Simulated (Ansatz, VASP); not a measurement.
# Two plane-wave programs on Ga2F

```
CELL_PARAMETERS angstrom
1.48138 0.85528 6.20271
-1.48138 0.85528 6.20271
0.00000 -1.71055 6.20271
ATOMIC_POSITIONS crystal
Ga 0.76611 0.76611 0.76611
Ga 0.23389 0.23389 0.23389
F 0.00000 0.00000 0.00000
```

Alike in both runs: functional PBE; k mesh 6 × 6 × 6; occupations gaussian, width 0.1 eV; no spin polarisation.

Ansatz relaxed the structure, and its values are those at the end. VASP's run is a single point on that final structure, the one shown.

|  | VASP | Ansatz |
| --- | --- | --- |
| version | VASP 6.6.1 | Ansatz 0.2.0 |
| potentials or method | VASP PAW PBE potentials, release 64 (Ga_d, F), cutoff 520 eV | scalar-relativistic, plane waves, PAW |
| valence electrons in the cell | 33 | 33 |

```tsv
	VASP	Ansatz	Ansatz less VASP
gap on the k mesh at the Fermi level (eV)	none	none	-
pressure (GPa)	0.1	0.1	+0.02
rms of the force components (eV/Å)	0.008	0.002	-0.0061
```

A gap of «none» marks a metal or a gap that the smearing closes. The functional is the same, so the differences come from potentials, cutoffs and numerics.

The k mesh is coarse, so the values compare programs but aren't converged.
